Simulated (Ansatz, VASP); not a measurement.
This is a calculation of Os for VASP 6.6.1.

Contents of POSCAR:

```
Os
1.0
    2.7700791260      0.0000000000      0.0000000000
   -1.3850395630      2.3989588936      0.0000000000
    0.0000000000      0.0000000000      4.3765446767
Os
2
Direct
    0.6666666667      0.3333333333      0.7500000000
    0.3333333333      0.6666666667      0.2500000000
```

INCAR.step1

```
SYSTEM = Os
PREC     = Accurate       ! precision mode
ENCUT    = 520            ! plane-wave cutoff, eV
EDIFF    = 1E-5           ! SCF threshold, eV
ISMEAR   = -1             ! smearing method
SIGMA    = 0.05           ! smearing width, eV
LREAL    = .FALSE.        ! projectors in reciprocal space
LASPH    = .TRUE.         ! aspherical terms in the spheres
NELM     = 100            ! most SCF steps
ALGO     = Normal         ! electronic algorithm
ISIF     = 2              ! what is computed and relaxed
LWAVE    = .TRUE.         ! write WAVECAR
LCHARG   = .FALSE.        ! write CHGCAR
GGA      = PE             ! functional
NBANDS   = 15             ! bands
```

Contents of INCAR.step2:

```
SYSTEM = Os
PREC     = Accurate       ! precision mode
ENCUT    = 520            ! plane-wave cutoff, eV
EDIFF    = 1E-7           ! SCF threshold, eV
ISMEAR   = -1             ! smearing method
SIGMA    = 0.05           ! smearing width, eV
LREAL    = .FALSE.        ! projectors in reciprocal space
LASPH    = .TRUE.         ! aspherical terms in the spheres
NELM     = 100            ! most SCF steps
ALGO     = Normal         ! electronic algorithm
ISIF     = 2              ! what is computed and relaxed
LWAVE    = .FALSE.        ! write WAVECAR
LCHARG   = .FALSE.        ! write CHGCAR
GGA      = PE             ! functional
LHFCALC  = .TRUE.         ! exact exchange
HFSCREEN = 0.2079         ! screening, 1/A
PRECFOCK = Normal       
ISTART   = 1            
NBANDS   = 15             ! bands
```

KPOINTS

```
Automatic mesh
0
G
  6 6 3
  0 0 0
```

Potentials or basis: VASP PAW PBE potentials, release 64 (Os).

The run is started by

```sh
$ cat potpaw_PBE.64/Os/POTCAR > POTCAR
$ cp INCAR.step1 INCAR
$ mpirun -np 1 vasp_std > vasp.out
$ cp INCAR.step2 INCAR
$ mpirun -np 1 vasp_std > vasp.out
```

**Question.** Set up the same calculation for Ansatz 0.2.0. Potentials there: Ansatz PAW.

**Answer.** As run (the cutoff follows the program's own potentials):

Contents of input.yaml:

```yaml
crystal:
  lattice:
    - [2.770079126, 0.0, 0.0]
    - [-1.385039563, 2.3989588936, 0.0]
    - [0.0, 0.0, 4.3765446767]
  atoms:
    - { symbol: Os, position: [0.6666666667, 0.3333333333, 0.75] }
    - { symbol: Os, position: [0.3333333333, 0.6666666667, 0.25] }
hamiltonian:
  xc: hse06
  pseudopotentials: { kind: paw }
kpoints:
  mp_grid: { grid: [6, 6, 3] }
scf:
  occupations: { method: fermi_dirac, width: 0.05 }
output:
  forces: true
  stress: true
  eigenvalues: true
```

Potentials or basis: Ansatz PAW.

Command:

```sh
$ ansatz run input.yaml --threads 2 --pin off --max-ram 5632MiB --backend cpu --events-out ev --progress --plain --runs-dir out
```

Both were run:

|  | VASP | Ansatz | Ansatz less VASP |
| --- | --- | --- | --- |
| gap on the k mesh at the Fermi level (eV) | none | none | - |
| pressure (GPa) | -19.1 | -20.1 | -0.97 |
| traceless stress, the component that is largest in VASP (GPa) | -3.37 | -3.66 | -0.289 |

A gap of «none» marks a metal or a gap that the smearing closes. With one functional, cell and mesh, what is left measures potentials, basis and numerics. VASP's potentials hold 16 valence electrons a cell and Ansatz's 32, so a difference there can come from the potentials and not from the codes.

The k mesh is coarse, so the values compare programs but aren't converged. Neither program's run includes spin-orbit coupling.
